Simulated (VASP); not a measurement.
# Ni (Fm-3m) in VASP: settings compared

Aim: see how the results for Ni move with the level of theory and the settings. Levels: PBEsol, r2SCAN. Tasks: single point.

All numbers are computed with VASP 6.6.1; they aren't measurements. Logs are shortened: lines on timing, memory, paths and dates and some standing lists are left out, and cuts for length are marked.

## 1. The cell of the first run

The structure is cubic, space group Fm-3m (No. 225). Conventional cell: a = 3.543 Å, b = 3.543 Å, c = 3.543 Å, α = 90.00°, β = 90.00°, γ = 90.00°. Ni (site symmetry m-3m) has 12 Ni at 2.51 Å within 3.3 Å.

## 2. Single point, PBEsol, collinear spin, ferromagnetic start (volume scaled by 1.06)

Contents of INCAR:

```
  ALGO = Fast
  EDIFF = 1E-7
  ENCUT = 520
  GGA = PS
  ISIF = 2
  ISMEAR = -1
  ISPIN = 2
  LASPH = T
  LCHARG = F
  LMAXMIX = 4
  LORBIT = 11
  LREAL = F
  LWAVE = F
  MAGMOM = 1
  NBANDS = 15
  NELM = 150
  PREC = Accurate
  SIGMA = 0.05
```

Contents of KPOINTS:

```
k-points
0
Gamma
  13 13 13
```

Contents of POSCAR:

```
Ni
1.0
    0.0000000000      1.7716516424      1.7716516424
    1.7716516424      0.0000000000      1.7716516424
    1.7716516424      1.7716516424      0.0000000000
Ni
1
Direct
    0.0000000000      0.0000000000      0.0000000000
```

Potentials or basis: VASP PAW PBE potentials, release 64 (Ni).

Started as:

```sh
cat potpaw_PBE.64/Ni/POTCAR > POTCAR
mpirun -np 1 vasp_std > vasp.out
```

OUTCAR:

```text
EDIFF = 1E-7
   ENCUT = 520
   GGA = PS
   ISIF = 2
   ISMEAR = -1
   ISPIN = 2
   LASPH = T
   LORBIT = 11
   LREAL = F
   NELM = 150
   PREC = Accurate

 ion  position               nearest neighbor table
   1  0.000  0.000  0.000-

  LATTYP: Found a face centered cubic cell.
 ALAT       =     3.5433032848

  Lattice vectors:

 A1 = (   0.0000000000,   1.7716516424,   1.7716516424)
 A2 = (   1.7716516424,   0.0000000000,   1.7716516424)
 A3 = (   1.7716516424,   1.7716516424,   0.0000000000)

Analysis of symmetry for initial positions (statically):
=====================================================================
 Subroutine PRICEL returns:
 Original cell was already a primitive cell.

 Routine SETGRP: Setting up the symmetry group for a
 face centered cubic supercell.

 Subroutine GETGRP returns: Found 48 space group operations
 (whereof 48 operations were pure point group operations)
 out of a pool of 48 trial point group operations.

The static configuration has the point symmetry O_h .

Analysis of symmetry for dynamics (positions and initial velocities):
=====================================================================
 Subroutine PRICEL returns:
 Original cell was already a primitive cell.

 Routine SETGRP: Setting up the symmetry group for a
 face centered cubic supercell.

 Subroutine GETGRP returns: Found 48 space group operations
 (whereof 48 operations were pure point group operations)
 out of a pool of 48 trial point group operations.

The dynamic configuration has the point symmetry O_h .

Analysis of structural, dynamic, and magnetic symmetry:
=====================================================================
 Subroutine PRICEL returns:
 Original cell was already a primitive cell.

 Routine SETGRP: Setting up the symmetry group for a
 face centered cubic supercell.

 Subroutine GETGRP returns: Found 48 space group operations
 (whereof 48 operations were pure point group operations)
 out of a pool of 48 trial point group operations.

The overall configuration has the point symmetry O_h .

 Subroutine INISYM returns: Found 48 space group operations
 (whereof 48 operations are pure point group operations),
 and found     1 'primitive' translations

----------------------------------------------------------------------------------------

                                     Primitive cell

  volume of cell :      11.1215

  direct lattice vectors                    reciprocal lattice vectors
     0.000000000  1.771651642  1.771651642    -0.282222525  0.282222525  0.282222525
     1.771651642  0.000000000  1.771651642     0.282222525 -0.282222525  0.282222525
     1.771651642  1.771651642  0.000000000     0.282222525  0.282222525 -0.282222525

  length of vectors
     2.505493780  2.505493780  2.505493780     0.488823752  0.488823752  0.488823752

  position of ions in fractional coordinates (direct lattice)
     0.000000000  0.000000000  0.000000000

  ion indices of the primitive-cell ions
   primitive index   ion index
                 1           1

----------------------------------------------------------------------------------------

 KPOINTS: k-points

Automatic generation of k-mesh.
 Grid dimensions read from file:
 generate k-points for:   13   13   13

 Generating k-lattice:

  Cartesian coordinates                     Fractional coordinates (reciprocal lattice)
    -0.021709425  0.021709425  0.021709425     0.076923077  0.000000000  0.000000000
     0.021709425 -0.021709425  0.021709425     0.000000000  0.076923077  0.000000000
     0.021709425  0.021709425 -0.021709425     0.000000000  0.000000000  0.076923077

  Length of vectors
     0.037601827  0.037601827  0.037601827

  Shift w.r.t. Gamma in fractional coordinates (k-lattice)
     0.000000000  0.000000000  0.000000000

 Subroutine IBZKPT returns following result:
 ===========================================

 Found     84 irreducible k-points:

 Following reciprocal coordinates:
            Coordinates               Weight
  0.000000  0.000000  0.000000      1.000000
[... 43 lines left out ...]
  ---------------------------------------------------
  free energy    TOTEN  =        -6.11206986 eV

  energy without entropy =       -6.09793644  energy(sigma->0) =       -6.10500315

 E-fermi :   8.8844     XC(G=0): -13.3048

 val. band max:        8.8791555914   @ k =   0.3846   0.3846   0.0000
 cond. band min:       8.8863166902   @ k =   0.3846   0.0769   0.0000
 fundamental gap:      0.0071610988
 Fermi energy:         8.8843672039

 spin component 1

 k-point     1 :       0.0000    0.0000    0.0000
  band No.  band energies     occupation
      1      -0.0254      1.00000
      2       6.5107      1.00000
      3       6.5107      1.00000
      4       6.5107      1.00000
      5       7.6465      1.00000
      6       7.6466      1.00000
      7      32.3890      0.00000
      8      36.0590      0.00000
      9      36.0590      0.00000
     10      36.0590      0.00000
     11      38.9070      0.00000
     12      38.9070      0.00000
     13      38.9070      0.00000
     14      41.9897      0.00000
     15      47.9954      0.00000
[... 397 lines left out ...]
 k-point    24 :       0.4615    0.1538    0.0000
  band No.  band energies     occupation
      1       4.4791      1.00000
      2       6.1291      1.00000
      3       6.5281      1.00000
      4       6.9055      1.00000
      5       8.3113      0.99999
      6       9.6717      0.00000
      7      16.5784      0.00000
      8      27.4006      0.00000
      9      28.9774      0.00000
     10      31.1290      0.00000
     11      41.0224      0.00000
     12      41.2090      0.00000
     13      44.0887      0.00000
     14      47.3467      0.00000
     15      56.1286      0.00000

 [... further k-points ...]

 spin component 2

 k-point     1 :       0.0000    0.0000    0.0000
  band No.  band energies     occupation
      1      -0.0376      1.00000
      2       7.2354      1.00000
      3       7.2354      1.00000
      4       7.2354      1.00000
      5       8.2571      1.00000
      6       8.2571      1.00000
      7      32.2759      0.00000
      8      36.0623      0.00000
      9      36.0623      0.00000
     10      36.0623      0.00000
     11      39.0242      0.00000
     12      39.0242      0.00000
     13      39.0242      0.00000
     14      41.8920      0.00000
     15      48.1768      0.00000
[... 397 lines left out ...]
 k-point    24 :       0.4615    0.1538    0.0000
  band No.  band energies     occupation
      1       4.8368      1.00000
      2       6.5690      1.00000
      3       7.1194      1.00000
      4       7.5458      1.00000
      5       9.0527      0.03336
      6      10.1389      0.00000
      7      16.8429      0.00000
      8      27.4567      0.00000
      9      29.0640      0.00000
     10      31.1929      0.00000
     11      41.0207      0.00000
     12      41.2545      0.00000
     13      44.1539      0.00000
     14      47.5139      0.00000
     15      56.2213      0.00000

 [... further k-points ...]
[... 5 lines left out ...]
  --------------------------------------------------------------------------------------
  -------------------------------------------------------------------------------------
  Total       -0.9245174     -0.9245174     -0.9245174     -0.0000000      0.0000000      0.0000000
  in kB     -133.1866410   -133.1866410   -133.1866410     -0.0000000      0.0000000      0.0000000
  external PRESSURE =    -133.1866410 kB  Pullay stress =       0.0000000 kB

 VOLUME and BASIS-vectors are now :
 -----------------------------------------------------------------------------
  energy-cutoff  :      520.00
  volume of cell :       11.12
      direct lattice vectors                 reciprocal lattice vectors
     0.000000000  1.771651642  1.771651642    -0.282222525  0.282222525  0.282222525
     1.771651642  0.000000000  1.771651642     0.282222525 -0.282222525  0.282222525
     1.771651642  1.771651642  0.000000000     0.282222525  0.282222525 -0.282222525

 POSITION                                       TOTAL-FORCE (eV/Angst)
 -----------------------------------------------------------------------------------
      0.00000      0.00000      0.00000         0.000000      0.000000      0.000000
 -----------------------------------------------------------------------------------
    total drift:                                0.000000      0.000000      0.000000

  FREE ENERGIE OF THE ION-ELECTRON SYSTEM (eV)
  ---------------------------------------------------
  free  energy   TOTEN  =        -6.1120698627 eV

  energy  without entropy=       -6.0979364395  energy(sigma->0) =       -6.10500315

 total charge

# of ion       s       p       d       tot
------------------------------------------
    1        0.491   0.483   8.301   9.274

 magnetization (x)

# of ion       s       p       d       tot
------------------------------------------
    1       -0.006  -0.023   0.668   0.639
```

Wall time 17 s (1 thread of Intel Xeon 6975P-C (Granite Rapids), shared host); peak memory 0.14 GiB.

Results:

- Free energy: -6.1121 eV
- Pressure: -13.3 GPa
- Net moment: 0.63 μB per cell
- Site moments: Ni +0.64 μB
- Valence electrons inside the program's atomic spheres: Ni 9.27

Levels at points of the mesh, in eV from the Fermi level:
Spin up:
```
           k point  band 2  band 3  band 4  band 5  band 6  band 7  band 8  band 9
(0.00, 0.00, 0.00)   -2.37   -2.37   -2.37   -1.24   -1.24   23.50   27.17   27.17
```
Spin down:
| k point | band 2 | band 3 | band 4 | band 5 | band 6 | band 7 | band 8 | band 9 |
| --- | --- | --- | --- | --- | --- | --- | --- | --- |
| (0.00, 0.00, 0.00) | -1.65 | -1.65 | -1.65 | -0.63 | -0.63 | 23.39 | 27.18 | 27.18 |

Caveat: the cell differs from its parent crystal (volume scaled by 1.06); the PAW data sets were made with another functional, which shifts forces and pressure a little.

## 3. Single point, r2SCAN, collinear spin, ferromagnetic start

This run uses another cell than the first one, of 9.86 Å³/atom, 0.887 times its volume.

Contents of POSCAR:

```
Ni
1.0
    0.0000000000      1.7021023080      1.7021023080
    1.7021023080      0.0000000000      1.7021023080
    1.7021023080      1.7021023080      0.0000000000
Ni
1
Direct
    0.0000000000      0.0000000000      0.0000000000
```

Contents of INCAR.step1:

```
ALGO = Normal
EDIFF = 1E-4
ENCUT = 520
GGA = PE
ISMEAR = -1
ISPIN = 2
LASPH = T
LCHARG = F
LMAXMIX = 4
LREAL = F
LWAVE = T
MAGMOM = 1
NBANDS = 15
NELM = 150
PREC = Accurate
SIGMA = 0.05
```

Contents of INCAR.step2:

```
ALGO = Normal
EDIFF = 1E-7
ENCUT = 520
ISIF = 2
ISMEAR = -1
ISPIN = 2
ISTART = 1
LASPH = T
LCHARG = T
LELF = T
LMAXMIX = 4
LMIXTAU = T
LORBIT = 11
LREAL = F
LVHAR = T
LWAVE = F
MAGMOM = 1
METAGGA = R2SCAN
NBANDS = 15
NELM = 150
PREC = Accurate
SIGMA = 0.05
```

KPOINTS is that of step 2.

Potentials or basis: VASP PAW PBE potentials, release 64 (Ni).

Started as:

```sh
cat potpaw_PBE.64/Ni/POTCAR > POTCAR
cp INCAR.step1 INCAR
mpirun -np 1 vasp_std > vasp.out
cp INCAR.step2 INCAR
mpirun -np 1 vasp_std > vasp.out
```

Run time: 67 s. Hardware: 1 thread of AMD EPYC 9R45 (Zen 5), shared host; peak memory 0.11 GiB.

It converged, with:

| Item | Value |
| --- | --- |
| Free energy | -11.9169 eV |
| Pressure | 16.1 GPa |
| Net moment | 0.65 μB per cell |
| Site moments | Ni +0.66 μB |
| Valence electrons inside the program's atomic spheres | Ni 9.54 |

Levels at points of the mesh, in eV from the Fermi level:
Spin up:
```csv
k point,band 1,band 2,band 3,band 4,band 5,band 6,band 7,band 8,band 9,band 10
"(0.00, 0.00, 0.00)",-10.12,-3.13,-3.13,-3.13,-1.69,-1.69,25.40,30.37,30.37,30.37
```
Spin down:
```csv
k point,band 1,band 2,band 3,band 4,band 5,band 6,band 7,band 8,band 9,band 10
"(0.00, 0.00, 0.00)",-10.36,-1.93,-1.93,-1.93,-0.99,-0.99,25.17,30.46,30.46,30.46
```

Caveat: the PAW data sets were made with another functional, which shifts forces and pressure a little.

## 4. Single point, r2SCAN, collinear spin, ferromagnetic start

This run uses another cell than the first one, of 10.07 Å³/atom, 0.906 times its volume.

Contents of POSCAR:

```
Ni
1.0
    0.0000000000      1.7140893390      1.7140893390
    1.7140893390      0.0000000000      1.7140893390
    1.7140893390      1.7140893390      0.0000000000
Ni
1
Direct
    0.0000000000      0.0000000000      0.0000000000
```

Contents of INCAR.step1:

```
SYSTEM = Ni
PREC     = Accurate       ! precision mode
ENCUT    = 520            ! plane-wave cutoff, eV
ISMEAR   = -1             ! smearing method
SIGMA    = 0.05           ! smearing width, eV
LREAL    = .False.        ! projectors in reciprocal space
LASPH    = .True.         ! aspherical terms in the spheres
NELM     = 150            ! most SCF steps
ISPIN    = 2              ! spin polarisation
MAGMOM   = 1              ! initial moments
LMAXMIX  = 4              ! l up to which the mixer works
NBANDS   = 15             ! bands
GGA      = PE             ! functional
ALGO     = Normal         ! electronic algorithm
EDIFF    = 1E-4           ! SCF threshold, eV
LWAVE    = .True.         ! write WAVECAR
LCHARG   = .False.        ! write CHGCAR
```

Contents of INCAR.step2:

```
SYSTEM = Ni
PREC     = Accurate       ! precision mode
ENCUT    = 520            ! plane-wave cutoff, eV
EDIFF    = 1E-6           ! SCF threshold, eV
ISMEAR   = -1             ! smearing method
SIGMA    = 0.05           ! smearing width, eV
LREAL    = .False.        ! projectors in reciprocal space
LASPH    = .True.         ! aspherical terms in the spheres
NELM     = 150            ! most SCF steps
ALGO     = Normal         ! electronic algorithm
ISIF     = 2              ! what is computed and relaxed
LWAVE    = .False.        ! write WAVECAR
LCHARG   = .True.         ! write CHGCAR
ISPIN    = 2              ! spin polarisation
MAGMOM   = 1              ! initial moments
LORBIT   = 11             ! projections on sites
LMAXMIX  = 4              ! l up to which the mixer works
METAGGA  = R2SCAN         ! meta-GGA
LMIXTAU  = .True.       
LELF     = .True.         ! ELF
LVHAR    = .True.       
NBANDS   = 15             ! bands
ISTART   = 1
```

Contents of KPOINTS:

```
Automatic mesh
0
Gamma
  13 13 13
  0 0 0
```

Started as:

```sh
cat potpaw_PBE.64/Ni/POTCAR > POTCAR
cp INCAR.step1 INCAR
mpirun -np 1 vasp_std > vasp.out
cp INCAR.step2 INCAR
mpirun -np 1 vasp_std > vasp.out
```

Wall time 58 s (1 thread of AMD EPYC 9R45 (Zen 5), shared host); peak memory 0.11 GiB.

The run converged. Its results:

| Quantity | Value |
| --- | --- |
| Free energy | -11.9341 eV |
| Pressure | 10.3 GPa |
| Net moment | 0.66 μB per cell |
| Site moments | Ni +0.67 μB |
| Valence electrons inside the program's atomic spheres | Ni 9.50 |

Levels at points of the mesh, in eV from the Fermi level:
Spin up:
| k point | band 2 | band 3 | band 4 | band 5 | band 6 | band 7 | band 8 | band 9 |
| --- | --- | --- | --- | --- | --- | --- | --- | --- |
| (0.00, 0.00, 0.00) | -3.07 | -3.07 | -3.07 | -1.67 | -1.67 | 25.22 | 30.01 | 30.01 |
Spin down:
```
           k point  band 3  band 4  band 5  band 6  band 7  band 8
(0.00, 0.00, 0.00)   -1.87   -1.87   -0.98   -0.98   24.98   30.10
```

Caveat: the PAW data sets were made with another functional, which shifts forces and pressure a little.

## 5. Single point, r2SCAN, collinear spin, ferromagnetic start

This run uses another cell than the first one, of 10.28 Å³/atom, 0.925 times its volume.

Contents of POSCAR:

```
Ni
1.0
    0.0000000000      1.7259110183      1.7259110183
    1.7259110183      0.0000000000      1.7259110183
    1.7259110183      1.7259110183      0.0000000000
Ni
1
Direct
    0.0000000000      0.0000000000      0.0000000000
```

Contents of INCAR.step1:

```
PREC     = Accurate       # precision mode
ENCUT    = 520            # plane-wave cutoff, eV
ISMEAR   = -1             # smearing method
SIGMA    = 0.05           # smearing width, eV
LREAL    = F              # projectors in reciprocal space
LASPH    = T              # aspherical terms in the spheres
NELM     = 150            # most SCF steps
ISPIN    = 2              # spin polarisation
MAGMOM   = 1              # initial moments
LMAXMIX  = 4              # l up to which the mixer works
NBANDS   = 15             # bands
GGA      = PE             # functional
ALGO     = Normal         # electronic algorithm
EDIFF    = 1E-4           # SCF threshold, eV
LWAVE    = T              # write WAVECAR
LCHARG   = F              # write CHGCAR
```

Contents of INCAR.step2:

```
PREC     = Accurate       # precision mode
ENCUT    = 520            # plane-wave cutoff, eV
EDIFF    = 1E-6           # SCF threshold, eV
ISMEAR   = -1             # smearing method
SIGMA    = 0.05           # smearing width, eV
LREAL    = F              # projectors in reciprocal space
LASPH    = T              # aspherical terms in the spheres
NELM     = 150            # most SCF steps
ALGO     = Normal         # electronic algorithm
ISIF     = 2              # what is computed and relaxed
LWAVE    = F              # write WAVECAR
LCHARG   = T              # write CHGCAR
ISPIN    = 2              # spin polarisation
MAGMOM   = 1              # initial moments
LORBIT   = 11             # projections on sites
LMAXMIX  = 4              # l up to which the mixer works
METAGGA  = R2SCAN         # meta-GGA
LMIXTAU  = T            
LELF     = T              # ELF
LVHAR    = T            
NBANDS   = 15             # bands
ISTART   = 1
```

Contents of KPOINTS:

```
Automatic mesh
0
Gamma
  13 13 13
```

Started as:

```sh
cat potpaw_PBE.64/Ni/POTCAR > POTCAR
cp INCAR.step1 INCAR
mpirun -np 1 vasp_std > vasp.out
cp INCAR.step2 INCAR
mpirun -np 1 vasp_std > vasp.out
```

Wall time 58 s (1 thread of AMD EPYC 9R45 (Zen 5), shared host); peak memory 0.11 GiB.

Results (log left out):

- Free energy: -11.9440 eV
- Pressure: 5.1 GPa
- Net moment: 0.66 μB per cell
- Site moments: Ni +0.68 μB
- Valence electrons inside the program's atomic spheres: Ni 9.45

Levels at points of the mesh, in eV from the Fermi level:
Spin up:
```csv
k point,band 1,band 2,band 3,band 4,band 5,band 6,band 7,band 8,band 9,band 10
"(0.00, 0.00, 0.00)",-9.81,-3.03,-3.03,-3.03,-1.65,-1.65,25.04,29.65,29.65,29.65
```
Spin down:
```tsv
k point	band 1	band 2	band 3	band 4	band 5	band 6	band 7	band 8	band 9	band 10
(0.00, 0.00, 0.00)	-10.06	-1.80	-1.80	-1.80	-0.96	-0.96	24.79	29.75	29.75	29.75
```

Caveat: the PAW data sets were made with another functional, which shifts forces and pressure a little.

## 6. Overview

```csv
level,cell,gap on the mesh (eV),pressure (GPa),moment (μB)
PBEsol,"a = 2.505 Å, angles 60.0°, 1 atom",none,-13.3,0.63
r2SCAN,"a = 2.407 Å, angles 60.0°, 1 atom",none,16.1,0.65
r2SCAN,"a = 2.424 Å, angles 60.0°, 1 atom",none,10.3,0.66
r2SCAN,"a = 2.441 Å, angles 60.0°, 1 atom",none,5.1,0.66
```

Alike in all rows: task single point; potentials or basis VASP PAW PBE potentials, release 64 (Ni); spin collinear, ferromagnetic start; k mesh 13 × 13 × 13; cutoff (eV) 520; smearing fermi-dirac 0.05 eV.

Caveats: the PAW data sets were made with another functional, which shifts forces and pressure a little.

Absolute energies hang on the potentials; compare differences alone.
